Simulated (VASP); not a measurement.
Write the native input for VASP 6.6.1 that does the following.

| Property | Result |
| --- | --- |
| Task | electric field gradients |
| Functional | r2SCAN |
| Potentials or basis | VASP PAW PBE potentials, release 64 (Al) |
| Cutoff | 520 eV |
| k mesh | 15 × 15 × 15 |
| Occupations | fermi-dirac, width 0.03 eV |
| Spin | no spin polarisation |
| Dipole correction | no |
| Further INCAR settings | ALGO = Normal; EDIFF = 1e-08; NBANDS = 8 |

Crystal: Al.

```xyz
1
Lattice="0.0000 2.0195 2.0195 2.0195 0.0000 2.0195 2.0195 2.0195 0.0000" Properties=species:S:1:pos:R:3 pbc="T T T"
Al    0.0000    0.0000    0.0000
```

One way to write it, as run:

POSCAR

```
Al
1.0
    0.0000000000      2.0194648466      2.0194648466
    2.0194648466      0.0000000000      2.0194648466
    2.0194648466      2.0194648466      0.0000000000
Al
1
Direct
    0.0000000000      0.0000000000      0.0000000000
```

INCAR.step1

```
PREC = Accurate ; ENCUT = 520
ISMEAR = -1 ; SIGMA = 0.03
LREAL = F ; LASPH = T
NELM = 80 ; NBANDS = 8
GGA = PE ; ALGO = Normal
EDIFF = 1E-4 ; LWAVE = T
LCHARG = F
```

INCAR.step2

```
PREC = Accurate ; ENCUT = 520
EDIFF = 1E-8 ; ISMEAR = -1
SIGMA = 0.03 ; LREAL = F
LASPH = T ; NELM = 80
ALGO = Normal ; ISIF = 2
LWAVE = F ; LCHARG = F
METAGGA = R2SCAN ; LMIXTAU = T
LEFG = T ; NBANDS = 8
ISTART = 1
```

KPOINTS

```
Automatic mesh
0
Gamma
  15 15 15
```

Potentials or basis: VASP PAW PBE potentials, release 64 (Al).

The run is started by

```bash
$ cat potpaw_PBE.64/Al/POTCAR > POTCAR
$ cp INCAR.step1 INCAR
$ mpirun -np 1 vasp_std > vasp.out
$ cp INCAR.step2 INCAR
$ mpirun -np 1 vasp_std > vasp.out
```

Results of the run:

* Pressure: -3.2 GPa

Caveat: without QUAD_EFG the Cq values of the log hold for a quadrupole moment of 1 mb, not for the nuclei; the PAW data sets were made with another functional, which shifts forces and pressure a little.

Run time: 25 s on 1 thread of Intel(R) Xeon(R) 6975P-C (Granite Rapids) (shared host), peak memory 0.14 GiB.
